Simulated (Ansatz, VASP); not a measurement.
Nb: VASP beside Ansatz

```
CELL_PARAMETERS angstrom
0.00000 2.17845 2.17845
2.17845 0.00000 2.17845
2.17845 2.17845 0.00000
ATOMIC_POSITIONS crystal
Nb 0.00000 0.00000 0.00000
```

Change from the starting cell: strain +0.030 along x and y, +0.030 along z, atoms carried along.

Alike in both runs: task single point; functional r2SCAN; k mesh 20 × 20 × 20; occupations gaussian, width 0.15 eV; no spin polarisation.

```csv
,VASP,Ansatz
version,VASP 6.6.1,Ansatz 0.2.0
potentials or method,"VASP PAW PBE potentials, release 64 (Nb_sv), cutoff 520 eV","scalar-relativistic, plane waves, PAW"
valence electrons in the cell,13,13
```

|  | VASP | Ansatz | Ansatz less VASP |
| --- | --- | --- | --- |
| gap on the k mesh at the Fermi level (eV) | none | none | - |
| pressure (GPa) | -14.3 | -14.2 | +0.11 |

VASP's potentials were made for PBE, not for r2SCAN. A gap of «none» marks a metal or a gap that the smearing closes.
